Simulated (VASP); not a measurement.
# TiTe2 (P-3m1) in VASP: notebook

Aim: see how the results for TiTe2 move with the level of theory and the settings. Levels: PBE, PBEsol, RPBE. Tasks: single point.

All numbers are computed with VASP 6.6.1; they aren't measurements. Logs are shortened: lines on timing, memory, paths and dates and some standing lists are left out, and cuts for length are marked.

**1. The cell of the first run**

Symmetry: P-3m1, No. 164, trigonal system. Conventional cell: a = 3.777 Å, b = 3.777 Å, c = 6.498 Å, α = 90.00°, β = 90.00°, γ = 120.00°. Te (site symmetry 3m) has 3 Ti at 2.77 Å within 3.7 Å. Within 3.7 Å of Ti (site symmetry -3m) lie 6 Te at 2.77 Å.

**2. Single point, PBE**

File INCAR:

```
SYSTEM = TiTe2
PREC = Accurate ; ENCUT = 520
EDIFF = 1E-6 ; ISMEAR = -1
SIGMA = 0.05 ; LREAL = .FALSE.
LASPH = .TRUE. ; NELM = 80
ALGO = Normal ; ISIF = 2
LWAVE = .FALSE. ; LCHARG = .TRUE.
GGA = PE ; LELF = .TRUE.
LVHAR = .TRUE. ; NBANDS = 19
```

File KPOINTS:

```
Automatic mesh
0
G
  5 5 3
  0 0 0
```

File POSCAR:

```
TiTe2
1.0
    3.7770000000      0.0000000000      0.0000000000
   -1.8885000000      3.2709779501      0.0000000000
    0.0000000000      0.0000000000      6.4980000000
Te Ti
2 1
Direct
    0.3333333333      0.6666666667      0.7372000000
    0.6666666667      0.3333333333      0.2628000000
    0.0000000000      0.0000000000      0.0000000000
```

Potentials or basis: VASP PAW PBE potentials, release 64 (Te, Ti_sv).

Command:

```console
$ cat potpaw_PBE.64/Te/POTCAR potpaw_PBE.64/Ti_sv/POTCAR > POTCAR
$ mpirun -np 1 vasp_std > vasp.out
```

OUTCAR:

```text
SYSTEM = TiTe2
   PREC = Accurate
   ENCUT = 520
   EDIFF = 1E-6
   ISMEAR = -1
   LREAL = .FALSE.
   LASPH = .TRUE.
   NELM = 80
   ISIF = 2
   GGA = PE

 ion  position               nearest neighbor table
   1  0.333  0.667  0.737-   3 2.77   3 2.77   3 2.77
   2  0.667  0.333  0.263-   3 2.77   3 2.77   3 2.77
   3  0.000  0.000  0.000-   1 2.77   2 2.77   2 2.77   1 2.77   2 2.77   1 2.77

  LATTYP: Found a hexagonal cell.
 ALAT       =     3.7770000000
 C/A-ratio  =     1.7204130262

  Lattice vectors:

 A1 = (   3.7770000000,   0.0000000000,   0.0000000000)
 A2 = (  -1.8885000000,   3.2709779501,   0.0000000000)
 A3 = (   0.0000000000,   0.0000000000,   6.4980000000)

Analysis of symmetry for initial positions (statically):
=====================================================================
 Subroutine PRICEL returns:
 Original cell was already a primitive cell.

 Routine SETGRP: Setting up the symmetry group for a
 hexagonal supercell.

 Subroutine GETGRP returns: Found 12 space group operations
 (whereof 12 operations were pure point group operations)
 out of a pool of 24 trial point group operations.

The static configuration has the point symmetry D_3d.

Analysis of symmetry for dynamics (positions and initial velocities):
=====================================================================
 Subroutine PRICEL returns:
 Original cell was already a primitive cell.

 Routine SETGRP: Setting up the symmetry group for a
 hexagonal supercell.

 Subroutine GETGRP returns: Found 12 space group operations
 (whereof 12 operations were pure point group operations)
 out of a pool of 24 trial point group operations.

The dynamic configuration has the point symmetry D_3d.

 Subroutine INISYM returns: Found 12 space group operations
 (whereof 12 operations are pure point group operations),
 and found     1 'primitive' translations

----------------------------------------------------------------------------------------

                                     Primitive cell

  volume of cell :      80.2794

  direct lattice vectors                    reciprocal lattice vectors
     3.777000000  0.000000000  0.000000000     0.264760392  0.152859484  0.000000000
    -1.888500000  3.270977950  0.000000000     0.000000000  0.305718967  0.000000000
     0.000000000  0.000000000  6.498000000     0.000000000  0.000000000  0.153893506

  length of vectors
     3.777000000  3.777000000  6.498000000     0.305718967  0.305718967  0.153893506

  position of ions in fractional coordinates (direct lattice)
     0.333333333  0.666666667  0.737200000
     0.666666667  0.333333333  0.262800000
     0.000000000  0.000000000  0.000000000

  ion indices of the primitive-cell ions
   primitive index   ion index
                 1           1
                 2           2
                 3           3

----------------------------------------------------------------------------------------

 KPOINTS: Automatic mesh

Automatic generation of k-mesh.
 Grid dimensions read from file:
 generate k-points for:    5    5    3

 Generating k-lattice:

  Cartesian coordinates                     Fractional coordinates (reciprocal lattice)
     0.052952078  0.030571897  0.000000000     0.200000000 -0.000000000  0.000000000
     0.000000000  0.061143793  0.000000000     0.000000000  0.200000000  0.000000000
     0.000000000  0.000000000  0.051297835     0.000000000  0.000000000  0.333333333

  Length of vectors
     0.061143793  0.061143793  0.051297835

  Shift w.r.t. Gamma in fractional coordinates (k-lattice)
     0.000000000  0.000000000  0.000000000

 Subroutine IBZKPT returns following result:
 ===========================================

 Found     12 irreducible k-points:

 Following reciprocal coordinates:
            Coordinates               Weight
  0.000000  0.000000  0.000000      1.000000
  0.200000  0.000000  0.000000      6.000000
  0.400000  0.000000  0.000000      6.000000
  0.200000  0.200000  0.000000      6.000000
  0.400000  0.200000  0.000000      6.000000
  0.000000  0.000000  0.333333      2.000000
  0.200000  0.000000  0.333333      6.000000
  0.000000  0.200000  0.333333      6.000000
  0.400000  0.000000  0.333333      6.000000
  0.000000  0.400000  0.333333      6.000000
  0.200000  0.200000  0.333333     12.000000
  0.400000  0.200000  0.333333     12.000000
   k-points           NKPTS =     12   k-points in BZ     NKDIM =     12   number of bands    NBANDS=     19
   number of dos      NEDOS =    301   number of ions     NIONS =      3
   total plane-waves  NPLWV =  37632
   dimension x,y,z NGX =    28 NGY =   28 NGZ =   48
   dimension x,y,z NGXF=    56 NGYF=   56 NGZF=   96
   ions per type =               2   1
   NGX,Y,Z   is equivalent  to a cutoff of  12.32, 12.32, 12.28 a.u.
   NGXF,Y,Z  is equivalent  to a cutoff of  24.65, 24.65, 24.56 a.u.
 SYSTEM =  TiTe2
   PREC   = accura    normal or accurate (medium, high low for compatibility)
   ISTART =      0    job   : 0-new  1-cont  2-samecut
   ICHARG =      2    charge: 1-file 2-atom 10-const
   ISPIN  =      1    spin polarized calculation?
   LNONCOLLINEAR =      F non collinear calculations
   LSORBIT =      F    spin-orbit coupling
   LASPH  =      T    aspherical Exc in radial PAW
   ENCUT  =  520.0 eV  38.22 Ry    6.18 a.u.   7.02  7.02 12.08*2*pi/ulx,y,z
   NELM   =     80;   NELMIN=  2; NELMDL= -5     # of ELM steps
   EDIFF  = 0.1E-05   stopping-criterion for ELM
   LREAL  =      F    real-space projection
   EDIFFG = 0.1E-04   stopping-criterion for IOM
   NSW    =      0    number of steps for IOM
   IBRION =     -1    ionic relax: 0-MD 1-quasi-New 2-CG
   NFREE  =      0    steps in history (QN), initial steepest desc. (CG)
   ISIF   =      2    stress and relaxation
   ISYM   =      2    0-nonsym 1-usesym 2-fastsym
   POTIM  = 0.5000    time-step for ionic-motion
   TEBEG  =    0.0;   TEEND  =   0.0 temperature during run
   PSTRESS=    0.0 pullay stress
   NELECT =      24.0000    total number of electrons
   NUPDOWN=      -1.0000    fix difference up-down
   EMIN   =  10.00;   EMAX   =-10.00  energy-range for DOS
   EFERMI =   0.00;   METHOD = LEGACY
   ISMEAR =    -1;   SIGMA  =   0.05  broadening in eV -4-tet -1-fermi 0-gaus
   EFERMI_NEDOS =   21; number of points for ismear=-14 and -15
   IALGO  =     38    algorithm
   IMIX   =      4    mixing-type and parameters
     AMIX     =   0.40;   BMIX     =  1.00
     AMIX_MAG =   1.60;   BMIX_MAG =  1.00
  volume/ion in A,a.u.               =      26.76       180.58
  Fermi-wavevector in a.u.,A,eV,Ry     =   1.094655  2.068597 16.303438  1.198269
  Thomas-Fermi vector in A             =   2.230964
   LORBIT       =      0    0 simple, 1 ext, 2 COOP (PROOUT), +10 PAW based schemes
   GGA     = PE    functional components
   LHFCALC =     F    Hartree Fock is set to
   AEXX    =    0.0000 exact exchange contribution
   IVDW    =     0    specifies the selected vdW correction
   LEPSILON=     F    determine dielectric tensor
   LRPA    =     F    only Hartree local field effects (RPA)
 non-spin polarized calculation
  energy-cutoff  :      520.00
  volume of cell :       80.28
 maximum number of plane-waves:      2172
   NGX = 13   NGY = 13   NGZ = 25

 number of electron      23.9999998 magnetization

 Free energy of the ion-electron system (eV)
  ---------------------------------------------------
  ext. energy  EPLUGINS =         0.00000000
  ---------------------------------------------------
  free energy    TOTEN  =       -16.18996273 eV

  energy without entropy =      -16.17757875  energy(sigma->0) =      -16.18377074

 E-fermi :   6.7742     XC(G=0):  -9.8599

 val. band max:        6.6862248948   @ k =   0.2000   0.0000   0.0000
 cond. band min:       6.8437205400   @ k =   0.0000   0.4000   0.3333
 fundamental gap:      0.1574956453
 Fermi energy:         6.7741675800

 k-point     1 :       0.0000    0.0000    0.0000
  band No.  band energies     occupation
      1     -50.6731      2.00000
      2     -26.9198      2.00000
      3     -26.9198      2.00000
      4     -26.9119      2.00000
      5      -5.5803      2.00000
      6      -4.0785      2.00000
[... 11 lines left out ...]
     18      11.9273      0.00000
     19      12.7589      0.00000

 k-point     2 :       0.2000    0.0000    0.0000
  band No.  band energies     occupation
      1     -50.6721      2.00000
      2     -26.9342      2.00000
      3     -26.9231      2.00000
      4     -26.9086      2.00000
      5      -5.1524      2.00000
      6      -3.8689      2.00000
[... 11 lines left out ...]
     18      12.8076      0.00000
     19      13.7425      0.00000

 k-point     3 :       0.4000    0.0000    0.0000
  band No.  band energies     occupation
      1     -50.6705      2.00000
      2     -26.9575      2.00000
      3     -26.9285      2.00000
      4     -26.9032      2.00000
      5      -4.1519      2.00000
      6      -3.5717      2.00000
[... 11 lines left out ...]
     18      12.3063      0.00000
     19      12.4413      0.00000

 k-point     4 :       0.2000    0.2000    0.0000
  band No.  band energies     occupation
      1     -50.6708      2.00000
      2     -26.9492      2.00000
      3     -26.9313      2.00000
      4     -26.9042      2.00000
      5      -4.4249      2.00000
      6      -3.5880      2.00000
[... 143 lines left out ...]
     18      11.0912      0.00000
     19      12.3217      0.00000

 k-point    11 :       0.2000    0.2000    0.3333
  band No.  band energies     occupation
      1     -50.6708      2.00000
      2     -26.9492      2.00000
      3     -26.9313      2.00000
      4     -26.9042      2.00000
      5      -4.2395      2.00000
      6      -3.8237      2.00000
[... 11 lines left out ...]
     18      12.6854      0.00000
     19      13.1919      0.00000

 k-point    12 :       0.4000    0.2000    0.3333
  band No.  band energies     occupation
      1     -50.6699      2.00000
      2     -26.9563      2.00000
      3     -26.9384      2.00000
      4     -26.9015      2.00000
      5      -3.6812      2.00000
      6      -3.5292      2.00000
[... 11 lines left out ...]
     18      11.8732      0.00000
     19      13.1087      0.00000

------------------------ aborting loop because EDIFF is reached ----------------------------------------

  FORCE on cell =-STRESS in cart. coord.  units (eV):
  Direction    XX          YY          ZZ          XY          YZ          ZX
  --------------------------------------------------------------------------------------
  -------------------------------------------------------------------------------------
  Total        0.3911908      0.3911908      0.5982623     -0.0000000     -0.0000000      0.0000000
  in kB        7.8071932      7.8071932     11.9398229     -0.0000000     -0.0000000      0.0000000
  external PRESSURE =       9.1847364 kB  Pullay stress =       0.0000000 kB

 VOLUME and BASIS-vectors are now :
 -----------------------------------------------------------------------------
  energy-cutoff  :      520.00
  volume of cell :       80.28
      direct lattice vectors                 reciprocal lattice vectors
     3.777000000  0.000000000  0.000000000     0.264760392  0.152859484  0.000000000
    -1.888500000  3.270977950  0.000000000     0.000000000  0.305718967  0.000000000
     0.000000000  0.000000000  6.498000000     0.000000000  0.000000000  0.153893506

 POSITION                                       TOTAL-FORCE (eV/Angst)
 -----------------------------------------------------------------------------------
     -0.00000      2.18065      4.79033         0.000000     -0.000000      0.009303
      1.88850      1.09033      1.70767        -0.000000      0.000000     -0.009303
      0.00000      0.00000      0.00000        -0.000000      0.000000      0.000000
 -----------------------------------------------------------------------------------
    total drift:                                0.000000     -0.000000      0.000000

  FREE ENERGIE OF THE ION-ELECTRON SYSTEM (eV)
  ---------------------------------------------------
  free  energy   TOTEN  =       -16.1899627334 eV

  energy  without entropy=      -16.1775787463  energy(sigma->0) =      -16.18377074
```

Run time: 19 s. Hardware: 1 thread of Intel Xeon 6975P-C, shared host; peak memory 0.19 GiB.

Results:

- Free energy: -16.1900 eV
- Pressure: 0.9 GPa
- Largest force: 0.009 eV/Å
- Band gap on the k mesh: zero (band 12 reaches 7.21 eV, above the bottom of band 13 at 6.61 eV)

Forces in eV/Å, atoms in the order of the input:
```
Te   0.000  0.000  0.009
Te   0.000  0.000 -0.009
Ti   0.000  0.000  0.000
```

Levels at points of the mesh, in eV from the Fermi level:
| k point | band 8 | band 9 | band 10 | band 11 | band 12 | band 13 | band 14 | band 15 | band 16 | band 17 |
| --- | --- | --- | --- | --- | --- | --- | --- | --- | --- | --- |
| (0.00, 0.00, 0.00) | -1.63 | -1.63 | 0.38 | 0.43 | 0.43 | 0.63 | 1.12 | 1.12 | 3.10 | 3.10 |

Caveat: the k points lie up to 0.38 Å⁻¹ apart; spin-orbit coupling is left out, which moves the levels of the heavy elements; this functional lacks dispersion, which binds the layers, so the pressure and a relaxed spacing across them are unreliable.

**3. Single point, PBEsol**

File INCAR:

```
PREC     = Accurate       # precision mode
ENCUT    = 520            # plane-wave cutoff, eV
EDIFF    = 1E-7           # SCF threshold, eV
ISMEAR   = -1             # smearing method
SIGMA    = 0.05           # smearing width, eV
LREAL    = False          # projectors in reciprocal space
LASPH    = True           # aspherical terms in the spheres
NELM     = 100            # most SCF steps
ALGO     = Normal         # electronic algorithm
ISIF     = 2              # what is computed and relaxed
LWAVE    = False          # write WAVECAR
LCHARG   = True           # write CHGCAR
GGA      = PS             # functional
LELF     = True           # ELF
LVHAR    = True         
NBANDS   = 19             # bands
```

File KPOINTS:

```
regular mesh
0
Gamma
  5 5 3
```

POSCAR is that of step 2.

Potentials or basis: VASP PAW PBE potentials, release 64 (Te, Ti_sv).

Command:

```console
$ cat potpaw_PBE.64/Te/POTCAR potpaw_PBE.64/Ti_sv/POTCAR > POTCAR
$ mpirun -np 1 vasp_std > vasp.out
```

OUTCAR:

```text
PREC = Accurate
   ENCUT = 520
   EDIFF = 1E-7
   ISMEAR = -1
   LREAL = False
   LASPH = True
   NELM = 100
   ISIF = 2
   GGA = PS

 ion  position               nearest neighbor table
   1  0.333  0.667  0.737-   3 2.77   3 2.77   3 2.77
   2  0.667  0.333  0.263-   3 2.77   3 2.77   3 2.77
   3  0.000  0.000  0.000-   1 2.77   2 2.77   2 2.77   1 2.77   2 2.77   1 2.77

  LATTYP: Found a hexagonal cell.
 ALAT       =     3.7770000000
 C/A-ratio  =     1.7204130262

  Lattice vectors:

 A1 = (   3.7770000000,   0.0000000000,   0.0000000000)
 A2 = (  -1.8885000000,   3.2709779501,   0.0000000000)
 A3 = (   0.0000000000,   0.0000000000,   6.4980000000)

Analysis of symmetry for initial positions (statically):
=====================================================================
 Subroutine PRICEL returns:
 Original cell was already a primitive cell.

 Routine SETGRP: Setting up the symmetry group for a
 hexagonal supercell.

 Subroutine GETGRP returns: Found 12 space group operations
 (whereof 12 operations were pure point group operations)
[... 148 lines left out ...]
  free energy    TOTEN  =       -17.49759605 eV

  energy without entropy =      -17.48455860  energy(sigma->0) =      -17.49107733

 E-fermi :   6.6305     XC(G=0): -10.0048

 val. band max:        6.5558162529   @ k =   0.2000   0.0000   0.0000
 cond. band min:       6.6950065955   @ k =   0.0000   0.4000   0.3333
 fundamental gap:      0.1391903427
 Fermi energy:         6.6304582064

 k-point     1 :       0.0000    0.0000    0.0000
  band No.  band energies     occupation
      1     -50.5655      2.00000
      2     -26.9121      2.00000
      3     -26.9121      2.00000
      4     -26.9068      2.00000
      5      -5.7338      2.00000
      6      -4.2259      2.00000
[... 241 lines left out ...]
      6      -3.6754      2.00000
[... 11 lines left out ...]
     18      11.6884      0.00000
     19      12.9280      0.00000

------------------------ aborting loop because EDIFF is reached ----------------------------------------

  FORCE on cell =-STRESS in cart. coord.  units (eV):
  Direction    XX          YY          ZZ          XY          YZ          ZX
  --------------------------------------------------------------------------------------
  -------------------------------------------------------------------------------------
  Total       -1.1677468     -1.1677468     -0.9922097      0.0000000      0.0000000      0.0000000
  in kB      -23.3053131    -23.3053131    -19.8020304      0.0000000      0.0000000      0.0000000
  external PRESSURE =     -22.1375522 kB  Pullay stress =       0.0000000 kB

 VOLUME and BASIS-vectors are now :
 -----------------------------------------------------------------------------
  energy-cutoff  :      520.00
  volume of cell :       80.28
      direct lattice vectors                 reciprocal lattice vectors
     3.777000000  0.000000000  0.000000000     0.264760392  0.152859484  0.000000000
    -1.888500000  3.270977950  0.000000000     0.000000000  0.305718967  0.000000000
     0.000000000  0.000000000  6.498000000     0.000000000  0.000000000  0.153893506

 POSITION                                       TOTAL-FORCE (eV/Angst)
 -----------------------------------------------------------------------------------
     -0.00000      2.18065      4.79033         0.000000      0.000000      0.149370
      1.88850      1.09033      1.70767        -0.000000      0.000000     -0.149370
      0.00000      0.00000      0.00000         0.000000      0.000000     -0.000000
 -----------------------------------------------------------------------------------
    total drift:                                0.000000     -0.000000      0.000000

  FREE ENERGIE OF THE ION-ELECTRON SYSTEM (eV)
  ---------------------------------------------------
  free  energy   TOTEN  =       -17.4975960520 eV

  energy  without entropy=      -17.4845586012  energy(sigma->0) =      -17.49107733
```

stdout:

```text
POSCAR found type information on POSCAR TeTi
 POSCAR found :  2 types and       3 ions
 scaLAPACK will be used
 -----------------------------------------------------------------------------
|                                                                             |
|                                                                             |
|     You enforced a specific xc type in the INCAR file but a different       |
|     I HOPE YOU KNOW WHAT YOU ARE DOING!                                     |
|                                                                             |
 -----------------------------------------------------------------------------

 LDA part: xc-table for (Slater+PW92), standard interpolation
 POSCAR, INCAR and KPOINTS ok, starting setup
 FFT: planning ... GRIDC
 FFT: planning ... GRID_SOFT
 FFT: planning ... GRID
 WAVECAR not read
 entering main loop
```

Wall time 22 s (1 thread of Intel Xeon 6975P-C, shared host); peak memory 0.19 GiB.

What came out:

* Free energy: -17.4976 eV
* Pressure: -2.2 GPa
* Largest force: 0.149 eV/Å
* Band gap on the k mesh: zero (band 12 reaches 7.07 eV, above the bottom of band 13 at 6.46 eV)

Forces in eV/Å, atoms in the order of the input:
```
Te   0.000  0.000  0.149
Te   0.000  0.000 -0.149
Ti   0.000  0.000  0.000
```

Stress tensor (GPa, compression positive):
```
-2.33  0.00  0.00
 0.00 -2.33  0.00
 0.00  0.00 -1.98
```

Caveat: the k points lie up to 0.38 Å⁻¹ apart; the PAW data sets were made with another functional, which shifts forces and pressure a little; spin-orbit coupling is left out, which moves the levels of the heavy elements; this functional lacks dispersion, which binds the layers, so the pressure and a relaxed spacing across them are unreliable.

(Part 1 of 2 ends here.)
